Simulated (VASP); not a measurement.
# ZnS (F-43m) in VASP: notebook, part 2 of 2

VASP 6.6.1. The steps go on from the part before.

## Step 3: Vibrations by perturbation theory, LDA

This run uses another cell than the first one, of 16.66 Å³/atom, 0.935 times its volume.

File INCAR:

```
PREC = Accurate
ENCUT = 520
EDIFF = 1E-8
ISMEAR = 0
SIGMA = 0.01
LREAL = False
LASPH = True
NELM = 80
ALGO = Normal
ISIF = 2
LWAVE = False
LCHARG = False
IBRION = 8
NSW = 1
LEPSILON = True
```

File KPOINTS:

```
Automatic mesh
0
Gamma
  10 10 10
```

File POSCAR:

```
ZnS
1.0
    0.0000000000      2.5540206077      2.5540206077
    2.5540206077      0.0000000000      2.5540206077
    2.5540206077      2.5540206077      0.0000000000
Zn S
1 1
Direct
    0.0000000000      0.0000000000      0.0000000000
    0.7500000000      0.7500000000      0.7500000000
```

Potentials or basis: VASP PAW LDA potentials, release 64 (Zn, S).

Run with:

```
$ cat potpaw_LDA.64/Zn/POTCAR potpaw_LDA.64/S/POTCAR > POTCAR
$ mpirun -np 1 vasp_std > vasp.out
```

OUTCAR:

```text
PREC = Accurate
   ENCUT = 520
   EDIFF = 1E-8
   ISMEAR = 0
   LREAL = False
   LASPH = True
   NELM = 80
   ISIF = 2
   IBRION = 8
   NSW = 1
   LEPSILON = True

 ion  position               nearest neighbor table
   1  0.000  0.000  0.000-   2 2.21   2 2.21   2 2.21   2 2.21
   2  0.750  0.750  0.750-   1 2.21   1 2.21   1 2.21   1 2.21

  LATTYP: Found a face centered cubic cell.
 ALAT       =     5.1080412154

  Lattice vectors:

 A1 = (   0.0000000000,   2.5540206077,   2.5540206077)
 A2 = (   2.5540206077,   0.0000000000,   2.5540206077)
 A3 = (   2.5540206077,   2.5540206077,   0.0000000000)

Analysis of symmetry for initial positions (statically):
=====================================================================
 Subroutine PRICEL returns:
 Original cell was already a primitive cell.

 Routine SETGRP: Setting up the symmetry group for a
 face centered cubic supercell.

 Subroutine GETGRP returns: Found 24 space group operations
 (whereof 24 operations were pure point group operations)
 out of a pool of 48 trial point group operations.

The static configuration has the point symmetry T_d .

Analysis of symmetry for dynamics (positions and initial velocities):
=====================================================================
 Subroutine PRICEL returns:
 Original cell was already a primitive cell.

 Routine SETGRP: Setting up the symmetry group for a
 face centered cubic supercell.

 Subroutine GETGRP returns: Found 24 space group operations
 (whereof 24 operations were pure point group operations)
 out of a pool of 48 trial point group operations.

The dynamic configuration has the point symmetry T_d .

 Subroutine INISYM returns: Found 24 space group operations
 (whereof 24 operations are pure point group operations),
 and found     1 'primitive' translations

----------------------------------------------------------------------------------------

                                     Primitive cell

  volume of cell :      33.3199

  direct lattice vectors                    reciprocal lattice vectors
     0.000000000  2.554020608  2.554020608    -0.195769759  0.195769759  0.195769759
     2.554020608  0.000000000  2.554020608     0.195769759 -0.195769759  0.195769759
     2.554020608  2.554020608  0.000000000     0.195769759  0.195769759 -0.195769759

  length of vectors
     3.611930582  3.611930582  3.611930582     0.339083170  0.339083170  0.339083170

  position of ions in fractional coordinates (direct lattice)
     0.000000000  0.000000000  0.000000000
     0.750000000  0.750000000  0.750000000

  ion indices of the primitive-cell ions
[... 571 lines left out ...]
 -----------------------------------------------------------------------------
    -0.00052  0.60775  0.00000
     0.60775 -0.00052  0.00000
     0.00000  0.00000  0.00045

--------------------------------------- Ionic step        4  -------------------------------------------

------------------------ aborting loop because EDIFF is reached ----------------------------------------

[... ionic steps 5 to 6 ...]

--------------------------------------- Ionic step        7  -------------------------------------------

 Free energy of the ion-electron system (eV)
  ---------------------------------------------------
  ---------------------------------------------------
  free energy    TOTEN  =        -0.10358607 eV

  energy without entropy =       -0.10358607

------------------------ aborting loop because EDIFF is reached ----------------------------------------

 INTERNAL STRAIN TENSOR  FOR ION    2  DIRECTION 1   (eV/Angst):
 -----------------------------------------------------------------------------
    -0.00764  0.00000  0.00000
     0.00000  0.01457 11.66909
     0.00000 11.66909  0.01457

 MACROSCOPIC STATIC DIELECTRIC TENSOR (including local field effects in DFT)
 ------------------------------------------------------
           6.165959    -0.000000     0.000000
          -0.000000     6.165959     0.000000
          -0.000000     0.000000     6.165959
 ------------------------------------------------------

 PIEZOELECTRIC TENSOR (including local field effects)  for field in x, y, z        (e  Angst)
          XX          YY          ZZ          XY          YZ          ZX
  --------------------------------------------------------------------------------
  x    -0.00000     0.00000     0.00000     0.00000     1.27718     0.00000
  y    -0.00000    -0.00000    -0.00000     0.00000     0.00000     1.27718
  z     0.00000     0.00000     0.00000     1.27718     0.00000     0.00000

 PIEZOELECTRIC TENSOR (including local field effects)  for field in x, y, z        (C/m^2)
          XX          YY          ZZ          XY          YZ          ZX
  --------------------------------------------------------------------------------
  x    -0.00000     0.00000     0.00000     0.00000     0.61413     0.00000
  y    -0.00000    -0.00000    -0.00000     0.00000     0.00000     0.61413
  z     0.00000     0.00000     0.00000     0.61413     0.00000     0.00000

 BORN EFFECTIVE CHARGES (including local field effects) (in |e|, cummulative output)
 ---------------------------------------------------------------------------------
 ion    1
    1     1.75836     0.00000     0.00000
    2     0.00000     1.75836     0.00000
    3     0.00000    -0.00000     1.75836
 ion    2
    1    -1.75836     0.00000    -0.00000
    2     0.00000    -1.75836     0.00000
    3    -0.00000     0.00000    -1.75836

 INTERNAL STRAIN TENSOR FOR ION    2 for displacements in x,y,z  (eV/Angst):
          X           Y           Z          XY          YZ          ZX
  --------------------------------------------------------------------------------
  x     0.00000    -0.00000    -0.00000     0.00000    11.66909     0.00000
  y    -0.00000     0.00000    -0.00000     0.00000     0.00000    11.66909
  z    -0.00000    -0.00000     0.00000    11.66909     0.00000     0.00000

 SECOND DERIVATIVES (NOT SYMMETRIZED)
 ------------------------------------
               1X          1Y          1Z          2X          2Y          2Z
  1X    -9.686045    0.000000    0.000000    9.686045    0.000000    0.000000
  1Y     0.000000   -9.686045    0.000000    0.000000    9.686045    0.000000
  1Z     0.000000    0.000000   -9.686045    0.000000    0.000000    9.686045
  2X     9.693089    0.000000    0.000000   -9.693089    0.000000    0.000000
  2Y     0.000000    9.693089    0.000000    0.000000   -9.693089    0.000000
  2Z     0.000000    0.000000    9.693089    0.000000    0.000000   -9.693089

 Eigenvectors and eigenvalues of the dynamical matrix
 ----------------------------------------------------

   1 f  =   10.491948 THz    65.922853 2PiTHz  349.973712 cm-1    43.391191 meV
             X         Y         Z           dx          dy          dz
      0.000000  0.000000  0.000000     0.000000    0.573472    0.000000
      3.831031  3.831031  3.831031     0.000000   -0.819225    0.000000
[... 21 lines left out ...]
   6 f/i=    0.001792 THz     0.011258 2PiTHz    0.059766 cm-1     0.007410 meV
             X         Y         Z           dx          dy          dz
      0.000000  0.000000  0.000000     0.000000    0.000000    0.819225
      3.831031  3.831031  3.831031     0.000000    0.000000    0.573472

--------------------------------------------------------------------------------------------------------

 MACROSCOPIC STATIC DIELECTRIC TENSOR IONIC CONTRIBUTION
 ------------------------------------------------------
           1.732899    -0.000000     0.000000
          -0.000000     1.732899    -0.000000
           0.000000    -0.000000     1.732899
 ------------------------------------------------------

 ELASTIC MODULI CONTR FROM IONIC RELAXATION (kBar)
 Direction    XX          YY          ZZ          XY          YZ          ZX
 --------------------------------------------------------------------------------
 XX          -0.0000     -0.0000     -0.0000      0.0000      0.0000      0.0000
 YY          -0.0000     -0.0000      0.0000      0.0000     -0.0000     -0.0000
 ZZ          -0.0000      0.0000     -0.0000     -0.0000     -0.0000      0.0000
 XY           0.0000      0.0000     -0.0000   -674.9658      0.0000      0.0000
 YZ           0.0000     -0.0000     -0.0000      0.0000   -674.9658      0.0000
 ZX           0.0000     -0.0000      0.0000      0.0000      0.0000   -674.9658
 --------------------------------------------------------------------------------

 PIEZOELECTRIC TENSOR IONIC CONTR  for field in x, y, z        (C/m^2)
          XX          YY          ZZ          XY          YZ          ZX
  --------------------------------------------------------------------------------
  x     0.00000    -0.00000    -0.00000    -0.00000    -1.01765     0.00000
  y     0.00000    -0.00000     0.00000     0.00000     0.00000    -1.01765
  z     0.00000     0.00000    -0.00000    -1.01765    -0.00000     0.00000
```

OSZICAR:

```text
N       E                     dE             d eps       ncg     rms          rms(c)
DAV:   1     0.904702876004E+02    0.90470E+02   -0.93933E+03  1222   0.178E+03
DAV:   2    -0.245198590550E+01   -0.92922E+02   -0.88477E+02  1302   0.297E+02
DAV:   3    -0.847615389333E+01   -0.60242E+01   -0.59972E+01  1502   0.772E+01
[... 179 lines left out ...]
RMM:   7    -0.103588989039E+00   -0.74190E-05   -0.11906E-07  7549   0.226E-03    0.997E-04
RMM:   8    -0.103586642544E+00    0.23465E-05   -0.68692E-08  7837   0.720E-04    0.982E-05
RMM:   9    -0.103585895136E+00    0.74741E-06   -0.12277E-07  7852   0.274E-04    0.677E-05
RMM:  10    -0.103586059505E+00   -0.16437E-06   -0.13363E-07  8146   0.135E-04    0.397E-06
RMM:  11    -0.103586078020E+00   -0.18515E-07   -0.10426E-07  8116   0.823E-05    0.405E-06
RMM:  12    -0.103586071864E+00    0.61568E-08   -0.64890E-08  6486   0.660E-05    0.118E-06
 Linear response finished
```

Run time: 4.2 min. Hardware: 1 thread of Intel Xeon Platinum 8559C (Emerald Rapids), shared host; peak memory 0.31 GiB.

Results:

```yaml
Electronic_dielectric_tensor_diagonal: 6.17
Born_charges_mean_of_the_diagonal: Zn +1.76; S -1.76 e
Highest_phonon_frequency_at_Γ_LO-TO_splitting_left_out: 350 cm⁻¹
```

Phonon frequencies in cm⁻¹ (negative: imaginary):
| q point | frequencies |
| --- | --- |
| (0.000, 0.000, 0.000) | 0 0 0 350 350 350 |

Electronic dielectric tensor:
```
6.17 0.00 0.00
0.00 6.17 0.00
0.00 0.00 6.17
```

Born effective charge tensors (e):
atom 1, Zn
```
1.76 0.00 0.00
0.00 1.76 0.00
0.00 0.00 1.76
```
atom 2, S
```
-1.76  0.00  0.00
 0.00 -1.76  0.00
 0.00  0.00 -1.76
```

Caveat: the cell wasn't relaxed at this level first, which shifts response properties.

## Step 4: Vibrations by perturbation theory, LDA

This run uses another cell than the first one, of 14.98 Å³/atom, 0.841 times its volume.

File INCAR:

```
ALGO     = Normal         # electronic algorithm
EDIFF    = 1E-8           # SCF threshold, eV
ENCUT    = 520            # plane-wave cutoff, eV
GGA      = CA             # functional
IBRION   = 8              # ionic algorithm
ISIF     = 2              # what is computed and relaxed
ISMEAR   = 0              # smearing method
LASPH    = T              # aspherical terms in the spheres
LCHARG   = T              # write CHGCAR
LEPSILON = T              # dielectric tensor by DFPT
LREAL    = F              # projectors in reciprocal space
LWAVE    = F              # write WAVECAR
NELM     = 60             # most SCF steps
NSW      = 1              # ionic steps
PREC     = Accurate       # precision mode
SIGMA    = 0.01           # smearing width, eV
```

File KPOINTS:

```
k-points
0
Gamma
  10 10 10
```

File POSCAR:

```
ZnS
1.0
    0.0000000000      2.4650651738      2.4650651738
    2.4650651738      0.0000000000      2.4650651738
    2.4650651738      2.4650651738      0.0000000000
Zn S
1 1
Direct
    0.0000000000      0.0000000000      0.0000000000
    0.7500000000      0.7500000000      0.7500000000
```

Potentials or basis: VASP PAW LDA potentials, release 64 (Zn, S).

Run with:

```
$ cat potpaw_LDA.64/Zn/POTCAR potpaw_LDA.64/S/POTCAR > POTCAR
$ mpirun -np 1 vasp_std > vasp.out
```

OUTCAR:

```text
EDIFF = 1E-8
   ENCUT = 520
   GGA = CA
   IBRION = 8
   ISIF = 2
   ISMEAR = 0
   LASPH = T
   LEPSILON = T
   LREAL = F
   NELM = 60
   NSW = 1
   PREC = Accurate

 ion  position               nearest neighbor table
   1  0.000  0.000  0.000-   2 2.13   2 2.13   2 2.13   2 2.13
   2  0.750  0.750  0.750-   1 2.13   1 2.13   1 2.13   1 2.13

  LATTYP: Found a face centered cubic cell.
 ALAT       =     4.9301303476

  Lattice vectors:

 A1 = (   0.0000000000,   2.4650651738,   2.4650651738)
 A2 = (   2.4650651738,   0.0000000000,   2.4650651738)
 A3 = (   2.4650651738,   2.4650651738,   0.0000000000)

Analysis of symmetry for initial positions (statically):
=====================================================================
 Subroutine PRICEL returns:
 Original cell was already a primitive cell.

 Routine SETGRP: Setting up the symmetry group for a
 face centered cubic supercell.

 Subroutine GETGRP returns: Found 24 space group operations
 (whereof 24 operations were pure point group operations)
 out of a pool of 48 trial point group operations.

The static configuration has the point symmetry T_d .

Analysis of symmetry for dynamics (positions and initial velocities):
=====================================================================
 Subroutine PRICEL returns:
 Original cell was already a primitive cell.

 Routine SETGRP: Setting up the symmetry group for a
 face centered cubic supercell.

 Subroutine GETGRP returns: Found 24 space group operations
 (whereof 24 operations were pure point group operations)
[... 642 lines left out ...]
          XX          YY          ZZ          XY          YZ          ZX
  --------------------------------------------------------------------------------
  x    -0.00000     0.00000    -0.00000     0.00000     0.55689     0.00000
  y     0.00000     0.00000    -0.00000     0.00000     0.00000     0.55689
  z    -0.00000     0.00000     0.00000     0.55689     0.00000     0.00000

 BORN EFFECTIVE CHARGES (including local field effects) (in |e|, cummulative output)
 ---------------------------------------------------------------------------------
 ion    1
    1     1.59877     0.00000     0.00000
    2     0.00000     1.59877     0.00000
    3     0.00000     0.00000     1.59877
 ion    2
    1    -1.59877     0.00000     0.00000
    2     0.00000    -1.59877     0.00000
    3     0.00000     0.00000    -1.59877

 INTERNAL STRAIN TENSOR FOR ION    2 for displacements in x,y,z  (eV/Angst):
          X           Y           Z          XY          YZ          ZX
  --------------------------------------------------------------------------------
  x     0.00000    -0.00000    -0.00000     0.00000    17.99760     0.00000
  y    -0.00000     0.00000    -0.00000     0.00000     0.00000    17.99760
  z    -0.00000    -0.00000     0.00000    17.99760     0.00000     0.00000

 SECOND DERIVATIVES (NOT SYMMETRIZED)
 ------------------------------------
               1X          1Y          1Z          2X          2Y          2Z
  1X   -13.429923    0.000000    0.000000   13.429923    0.000000    0.000000
  1Y     0.000000  -13.429923    0.000000    0.000000   13.429923    0.000000
  1Z     0.000000    0.000000  -13.429923    0.000000    0.000000   13.429923
  2X    13.468114    0.000000    0.000000  -13.468114    0.000000    0.000000
  2Y     0.000000   13.468114    0.000000    0.000000  -13.468114    0.000000
  2Z     0.000000    0.000000   13.468114    0.000000    0.000000  -13.468114

 Eigenvectors and eigenvalues of the dynamical matrix
 ----------------------------------------------------

   1 f  =   12.363110 THz    77.679713 2PiTHz  412.388968 cm-1    51.129693 meV
             X         Y         Z           dx          dy          dz
      0.000000  0.000000  0.000000     0.000000    0.000000   -0.573066
      3.697598  3.697598  3.697598     0.000000    0.000000    0.819510
[... 21 lines left out ...]
   6 f/i=    0.008244 THz     0.051796 2PiTHz    0.274978 cm-1     0.034093 meV
             X         Y         Z           dx          dy          dz
      0.000000  0.000000  0.000000    -0.007682   -0.639233   -0.512756
      3.697598  3.697598  3.697598    -0.005372   -0.447002   -0.358559

--------------------------------------------------------------------------------------------------------

 MACROSCOPIC STATIC DIELECTRIC TENSOR IONIC CONTRIBUTION
 ------------------------------------------------------
           1.147975     0.000000     0.000000
           0.000000     1.147975     0.000000
           0.000000     0.000000     1.147975
 ------------------------------------------------------

 ELASTIC MODULI CONTR FROM IONIC RELAXATION (kBar)
 Direction    XX          YY          ZZ          XY          YZ          ZX
 --------------------------------------------------------------------------------
 XX          -0.0000      0.0000      0.0000      0.0000     -0.0000      0.0000
 YY           0.0000     -0.0000     -0.0000      0.0000      0.0000     -0.0000
 ZZ           0.0000     -0.0000     -0.0000     -0.0000      0.0000      0.0000
 XY           0.0000      0.0000     -0.0000  -1285.8433      0.0000      0.0000
 YZ          -0.0000      0.0000      0.0000      0.0000  -1285.8433      0.0000
 ZX           0.0000     -0.0000      0.0000      0.0000      0.0000  -1285.8433
 --------------------------------------------------------------------------------

 PIEZOELECTRIC TENSOR IONIC CONTR  for field in x, y, z        (C/m^2)
          XX          YY          ZZ          XY          YZ          ZX
  --------------------------------------------------------------------------------
  x    -0.00000     0.00000     0.00000     0.00000    -1.14323     0.00000
  y     0.00000    -0.00000     0.00000     0.00000     0.00000    -1.14323
  z     0.00000     0.00000    -0.00000    -1.14323     0.00000     0.00000
```

stdout:

```text
POSCAR found type information on POSCAR ZnS
 POSCAR found :  2 types and       2 ions
 scaLAPACK will be used
 LDA part: xc-table for (Slater(with rela. corr.)+CA(PZ))
 , standard interpolation
 POSCAR, INCAR and KPOINTS ok, starting setup
 FFT: planning ... GRIDC
 FFT: planning ... GRID_SOFT
 FFT: planning ... GRID
[... 24 lines left out ...]
 Linear response to external field, progress :
  Direction:   3
 dielectric tensor                  component  3 :     0.864     1.080     6.305
 Linear response DOF=           2
 Linear response progress:
 first order change of Fermi-energy   0.10737E+00
 force on displaced ion       1 direction 1 : -13.430   0.000   0.000
 Born effective charge ion    1 direction 1 :   1.597   0.000   0.000
 Linear response progress:
 first order change of Fermi-energy  -0.10716E+00
 force on displaced ion       2 direction 1 : -13.468  -0.000  -0.000
 Born effective charge ion    2 direction 1 :  -1.601   0.000   0.000
 Born effective charges drift removed
 Linear response finished
```

It took 9 min on 1 thread of Intel Xeon 6975P-C, shared host; peak memory 0.31 GiB.

What came out:

- Electronic dielectric tensor (diagonal): 6.31
- Born charges (mean of the diagonal): Zn +1.60; S -1.60 e
- Highest phonon frequency at Γ, LO-TO splitting left out: 412 cm⁻¹

Phonon frequencies in cm⁻¹ (negative: imaginary):
```csv
q point,frequencies
"(0.000, 0.000, 0.000)",0 0 0 412 412 412
```

Electronic dielectric tensor:
```
6.31 0.00 0.00
0.00 6.31 0.00
0.00 0.00 6.31
```

Born effective charge tensors (e):
atom 1, Zn
```
1.60 0.00 0.00
0.00 1.60 0.00
0.00 0.00 1.60
```
atom 2, S
```
-1.60  0.00  0.00
 0.00 -1.60  0.00
 0.00  0.00 -1.60
```

Caveat: the cell wasn't relaxed at this level first, which shifts response properties.
